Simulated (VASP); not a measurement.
# SiC in VASP: settings compared

SiC is run at these levels: r2SCAN, PBE; tasks: single point.

Program: VASP 6.6.1. These are calculated values, not measurements. Logs are shortened: lines on timing, memory, paths and dates and some standing lists are left out, and cuts for length are marked.

### Step 1. The cell of the first run

It takes space group P6_3mc (No. 186, hexagonal). The conventional cell has a = 3.092 Å, b = 3.092 Å, c = 5.074 Å, α = 90.00°, β = 90.00°, γ = 120.00°. Within 2.5 Å of Si (site symmetry 3m) lie 4 C at 1.89 to 1.91 Å. C (site symmetry 3m) has 4 Si at 1.89 to 1.91 Å within 2.5 Å.

### Step 2. Single point, r2SCAN

POSCAR

```
SiC
1.0
    3.0918546585      0.0000000000      0.0000000000
   -1.5459273292      2.6776246791      0.0000000000
    0.0000000000      0.0000000000      5.0743103156
Si C
2 2
Direct
    0.6666666667      0.3333333333      0.5045786478
    0.3333333333      0.6666666667      0.0045786478
    0.6666666667      0.3333333333      0.8804213422
    0.3333333333      0.6666666667      0.3804213422
```

INCAR.step1

```
SYSTEM = SiC
PREC = Accurate ; ENCUT = 520
ISMEAR = 0 ; SIGMA = 0.02
LREAL = .False. ; LASPH = .True.
NELM = 60 ; NBANDS = 16
GGA = PE ; ALGO = Normal
EDIFF = 1E-4 ; LWAVE = .True.
LCHARG = .False.
```

INCAR.step2

```
SYSTEM = SiC
PREC = Accurate ; ENCUT = 520
EDIFF = 1E-6 ; ISMEAR = 0
SIGMA = 0.02 ; LREAL = .False.
LASPH = .True. ; NELM = 60
ALGO = Normal ; ISIF = 2
LWAVE = .False. ; LCHARG = .True.
METAGGA = R2SCAN ; LMIXTAU = .True.
LELF = .True. ; LVHAR = .True.
NBANDS = 16 ; ISTART = 1
```

KPOINTS

```
regular mesh
0
Gamma
  12 12 6
  0 0 0
```

Potentials or basis: VASP PAW PBE potentials, release 64 (Si, C).

Run with:

```bash
> cat potpaw_PBE.64/Si/POTCAR potpaw_PBE.64/C/POTCAR > POTCAR
> cp INCAR.step1 INCAR
> mpirun -np 1 vasp_std > vasp.out
> cp INCAR.step2 INCAR
> mpirun -np 1 vasp_std > vasp.out
```

OUTCAR:

```text
SYSTEM = SiC
   PREC = Accurate
   ENCUT = 520
   EDIFF = 1E-6
   ISMEAR = 0
   LREAL = .False.
   LASPH = .True.
   NELM = 60
   ISIF = 2
   METAGGA = R2SCAN
   ISTART = 1

 ion  position               nearest neighbor table
   1  0.667  0.333  0.505-   4 1.89   4 1.89   4 1.89   3 1.91   2 3.10   2 3.10   2 3.10   2 3.10
                             2 3.10   2 3.10
   2  0.333  0.667  0.005-   3 1.89   3 1.89   3 1.89   4 1.91   1 3.10   1 3.10   1 3.10   1 3.10
                             1 3.10   1 3.10
   3  0.667  0.333  0.880-   2 1.89   2 1.89   2 1.89   1 1.91
   4  0.333  0.667  0.380-   1 1.89   1 1.89   1 1.89   2 1.91

  LATTYP: Found a hexagonal cell.
 ALAT       =     3.0918546585
 C/A-ratio  =     1.6411865615

  Lattice vectors:

 A1 = (   3.0918546585,   0.0000000000,   0.0000000000)
 A2 = (  -1.5459273292,   2.6776246791,   0.0000000000)
 A3 = (   0.0000000000,   0.0000000000,   5.0743103156)

Analysis of symmetry for initial positions (statically):
=====================================================================
 Subroutine PRICEL returns:
 Original cell was already a primitive cell.

 Routine SETGRP: Setting up the symmetry group for a
 hexagonal supercell.

 Subroutine GETGRP returns: Found 12 space group operations
 (whereof  6 operations were pure point group operations)
 out of a pool of 24 trial point group operations.

The static configuration has the point symmetry C_3v.
 The point group associated with its full space group is C_6v.

Analysis of symmetry for dynamics (positions and initial velocities):
=====================================================================
 Subroutine PRICEL returns:
 Original cell was already a primitive cell.

 Routine SETGRP: Setting up the symmetry group for a
 hexagonal supercell.

 Subroutine GETGRP returns: Found 12 space group operations
 (whereof  6 operations were pure point group operations)
 out of a pool of 24 trial point group operations.

The dynamic configuration has the point symmetry C_3v.
 The point group associated with its full space group is C_6v.

 Subroutine INISYM returns: Found 12 space group operations
 (whereof  6 operations are pure point group operations),
 and found     1 'primitive' translations

----------------------------------------------------------------------------------------

                                     Primitive cell

  volume of cell :      42.0093

  direct lattice vectors                    reciprocal lattice vectors
     3.091854658  0.000000000  0.000000000     0.323430468  0.186732668  0.000000000
    -1.545927329  2.677624679  0.000000000     0.000000000  0.373465336  0.000000000
     0.000000000  0.000000000  5.074310316     0.000000000  0.000000000  0.197071117

  length of vectors
     3.091854658  3.091854659  5.074310316     0.373465336  0.373465336  0.197071117

  position of ions in fractional coordinates (direct lattice)
     0.666666667  0.333333333  0.504578648
     0.333333333  0.666666667  0.004578648
     0.666666667  0.333333333  0.880421342
     0.333333333  0.666666667  0.380421342

  ion indices of the primitive-cell ions
   primitive index   ion index
                 1           1
                 2           2
                 3           3
                 4           4

----------------------------------------------------------------------------------------

 KPOINTS: regular mesh

Automatic generation of k-mesh.
 Grid dimensions read from file:
 generate k-points for:   12   12    6

 Generating k-lattice:

  Cartesian coordinates                     Fractional coordinates (reciprocal lattice)
     0.026952539  0.015561056  0.000000000     0.083333333 -0.000000000  0.000000000
     0.000000000  0.031122111  0.000000000     0.000000000  0.083333333  0.000000000
     0.000000000  0.000000000  0.032845186     0.000000000  0.000000000  0.166666667

  Length of vectors
     0.031122111  0.031122111  0.032845186

  Shift w.r.t. Gamma in fractional coordinates (k-lattice)
     0.000000000  0.000000000  0.000000000

 Subroutine IBZKPT returns following result:
 ===========================================

 Found     76 irreducible k-points:

 Following reciprocal coordinates:
            Coordinates               Weight
  0.000000  0.000000  0.000000      1.000000
  0.083333 -0.000000  0.000000      6.000000
  0.166667  0.000000  0.000000      6.000000
  0.250000  0.000000  0.000000      6.000000
  0.333333 -0.000000  0.000000      6.000000
  0.416667 -0.000000  0.000000      6.000000
[... 16 lines left out ...]
  0.250000  0.000000  0.166667     12.000000
  0.333333 -0.000000  0.166667     12.000000
 [... further k-points ...]
   k-points           NKPTS =     76   k-points in BZ     NKDIM =     76   number of bands    NBANDS=     16
   number of dos      NEDOS =    301   number of ions     NIONS =      4
   total plane-waves  NPLWV =  23040
   dimension x,y,z NGX =    24 NGY =   24 NGZ =   40
   dimension x,y,z NGXF=    48 NGYF=   48 NGZF=   80
   ions per type =               2   2
   NGX,Y,Z   is equivalent  to a cutoff of  12.90, 12.90, 13.10 a.u.
   NGXF,Y,Z  is equivalent  to a cutoff of  25.81, 25.81, 26.21 a.u.
 SYSTEM =  SiC
   PREC   = accura    normal or accurate (medium, high low for compatibility)
   ISTART =      1    job   : 0-new  1-cont  2-samecut
   ICHARG =      0    charge: 1-file 2-atom 10-const
   ISPIN  =      1    spin polarized calculation?
   LNONCOLLINEAR =      F non collinear calculations
   LSORBIT =      F    spin-orbit coupling
   LASPH  =      T    aspherical Exc in radial PAW
   ENCUT  =  520.0 eV  38.22 Ry    6.18 a.u.   5.75  5.75  9.43*2*pi/ulx,y,z
   NELM   =     60;   NELMIN=  2; NELMDL=  0     # of ELM steps
   EDIFF  = 0.1E-05   stopping-criterion for ELM
   LREAL  =      F    real-space projection
[... 7 lines left out ...]
   TEBEG  =    0.0;   TEEND  =   0.0 temperature during run
   PSTRESS=    0.0 pullay stress
   NELECT =      16.0000    total number of electrons
   NUPDOWN=      -1.0000    fix difference up-down
   EMIN   =  10.00;   EMAX   =-10.00  energy-range for DOS
   EFERMI =   0.00;   METHOD = LEGACY
   ISMEAR =     0;   SIGMA  =   0.02  broadening in eV -4-tet -1-fermi 0-gaus
   EFERMI_NEDOS =   21; number of points for ismear=-14 and -15
   IALGO  =     38    algorithm
   IMIX   =      4    mixing-type and parameters
     AMIX     =   0.40;   BMIX     =  1.00
     AMIX_MAG =   1.60;   BMIX_MAG =  1.00
  volume/ion in A,a.u.               =      10.50        70.87
  Fermi-wavevector in a.u.,A,eV,Ry     =   1.186678  2.242496 19.159788  1.408205
  Thomas-Fermi vector in A             =   2.322846
   LORBIT       =      0    0 simple, 1 ext, 2 COOP (PROOUT), +10 PAW based schemes
   METAGGA = R2SCAN    functional components
   LHFCALC =     F    Hartree Fock is set to
   AEXX    =    0.0000 exact exchange contribution
   IVDW    =     0    specifies the selected vdW correction
   LEPSILON=     F    determine dielectric tensor
   LRPA    =     F    only Hartree local field effects (RPA)
 non-spin polarized calculation
 Gauss-broadening in eV      SIGMA  =   0.02
  energy-cutoff  :      520.00
  volume of cell :       42.01
 maximum number of plane-waves:      1170
 NGX is ok and might be reduce to    24
   NGX = 11   NGY = 11   NGZ = 19

 number of electron      16.0000000 magnetization

 Free energy of the ion-electron system (eV)
  ---------------------------------------------------
  ext. energy  EPLUGINS =         0.00000000
  ---------------------------------------------------
  free energy    TOTEN  =       -38.63007627 eV

  energy without entropy =      -38.63007627  energy(sigma->0) =      -38.63007627

 E-fermi :   8.1119     XC(G=0): -11.8581

 val. band max:        7.9664762484   @ k =   0.0000   0.0000   0.0000
 cond. band min:      10.6501094425   @ k =   0.3333   0.3333   0.0000
 fundamental gap:      2.6836331942
 Fermi energy:         8.1119414809

 k-point     1 :       0.0000    0.0000    0.0000
  band No.  band energies     occupation
      1      -8.2594      2.00000
      2      -4.6898      2.00000
      3      -0.9334      2.00000
      4       6.5878      2.00000
      5       6.5879      2.00000
      6       7.8563      2.00000
[... 8 lines left out ...]
     15      17.4278      0.00000
     16      20.1235      0.00000

 k-point     2 :       0.0833   -0.0000    0.0000
  band No.  band energies     occupation
      1      -8.1361      2.00000
      2      -4.5858      2.00000
      3      -0.8203      2.00000
      4       5.8932      2.00000
      5       6.3721      2.00000
      6       7.4816      2.00000
[... 8 lines left out ...]
     15      17.7530      0.00000
     16      18.9578      0.00000

 k-point     3 :       0.1667    0.0000    0.0000
  band No.  band energies     occupation
      1      -7.7697      2.00000
      2      -4.2840      2.00000
      3      -0.4911      2.00000
      4       4.3748      2.00000
      5       5.8818      2.00000
      6       6.3144      2.00000
[... 8 lines left out ...]
     15      18.1125      0.00000
     16      18.4615      0.00000

 k-point     4 :       0.2500    0.0000    0.0000
  band No.  band energies     occupation
      1      -7.1730      2.00000
      2      -3.8266      2.00000
      3       0.0028      2.00000
      4       2.7263      2.00000
      5       4.8699      2.00000
      6       5.3475      2.00000
[... 8 lines left out ...]
     15      18.7146      0.00000
     16      19.4108      0.00000
[... 324 lines left out ...]
 k-point    22 :       0.1667    0.0000    0.1667
  band No.  band energies     occupation
      1      -7.6323      2.00000
      2      -4.7795      2.00000
      3       0.2061      2.00000
      4       4.5013      2.00000
      5       5.9147      2.00000
      6       5.9760      2.00000
[... 8 lines left out ...]
     15      18.2969      0.00000
     16      18.8224      0.00000

 k-point    23 :       0.2500    0.0000    0.1667
  band No.  band energies     occupation
      1      -7.0381      2.00000
      2      -4.2831      2.00000
      3       0.5732      2.00000
      4       2.9408      2.00000
      5       4.4735      2.00000
      6       5.4487      2.00000
[... 8 lines left out ...]
     15      19.3780      0.00000
     16      19.4359      0.00000

 k-point    24 :       0.3333   -0.0000    0.1667
  band No.  band energies     occupation
      1      -6.2477      2.00000
      2      -3.7103      2.00000
      3       0.4175      2.00000
      4       2.2009      2.00000
      5       3.0048      2.00000
      6       5.0099      2.00000
[... 8 lines left out ...]
     15      20.0091      0.00000
     16      20.9227      0.00000

 [... further k-points ...]
[... 5 lines left out ...]
  --------------------------------------------------------------------------------------
  -------------------------------------------------------------------------------------
  Total       -0.9820181     -0.9820181     -0.9259889     -0.0000000      0.0000000      0.0000000
  in kB      -37.4528001    -37.4528001    -35.3159253     -0.0000000      0.0000000      0.0000000
  external PRESSURE =     -36.7405085 kB  Pullay stress =       0.0000000 kB

 VOLUME and BASIS-vectors are now :
 -----------------------------------------------------------------------------
  energy-cutoff  :      520.00
  volume of cell :       42.01
      direct lattice vectors                 reciprocal lattice vectors
     3.091854658  0.000000000  0.000000000     0.323430468  0.186732668  0.000000000
    -1.545927329  2.677624679  0.000000000     0.000000000  0.373465336  0.000000000
     0.000000000  0.000000000  5.074310316     0.000000000  0.000000000  0.197071117

 POSITION                                       TOTAL-FORCE (eV/Angst)
 -----------------------------------------------------------------------------------
      1.54593      0.89254      2.56039        -0.000000     -0.000000     -0.000686
     -0.00000      1.78508      0.02323         0.000000     -0.000000     -0.000686
      1.54593      0.89254      4.46753         0.000000      0.000000      0.000686
     -0.00000      1.78508      1.93038        -0.000000      0.000000      0.000686
 -----------------------------------------------------------------------------------
    total drift:                               -0.000000     -0.000000      0.000053

  FREE ENERGIE OF THE ION-ELECTRON SYSTEM (eV)
  ---------------------------------------------------
  free  energy   TOTEN  =       -38.6300762736 eV

  energy  without entropy=      -38.6300762736  energy(sigma->0) =      -38.63007627
```

Run time: 3.6 min. Hardware: 1 thread of Intel Xeon 8259CL, shared host; peak memory 0.19 GiB.

Results:

```yaml
Free_energy: -38.6301 eV
Pressure: -3.7 GPa
Band_gap_on_the_k_mesh: 2.68 eV (least direct gap 4.45 eV)
```

Levels at points of the mesh, in eV from the valence-band top:
```
           k point  band 4  band 5  band 6  band 7  band 8  band 9  band 10  band 11  band 12  band 13
(0.00, 0.00, 0.00)   -1.38   -1.38   -0.11    0.00    0.00    5.23     6.60     7.09     7.09     8.19
(0.50, 0.00, 0.00)   -6.51   -5.56   -3.45   -3.32   -1.25    3.19     4.65     7.34     7.58    10.61
(0.00, 0.00, 0.50)   -4.59   -0.75   -0.75   -0.75   -0.75    6.35     6.35     7.80     7.80     7.80
(0.50, 0.00, 0.50)   -8.47   -2.54   -2.54   -2.42   -2.42    3.68     3.68     5.72     5.72    10.99
```

Caveat: the cell stands under tension; the PAW data sets were made with another functional, which shifts forces and pressure a little. A k mesh can miss the band edges.

[end of part 1 of 2]
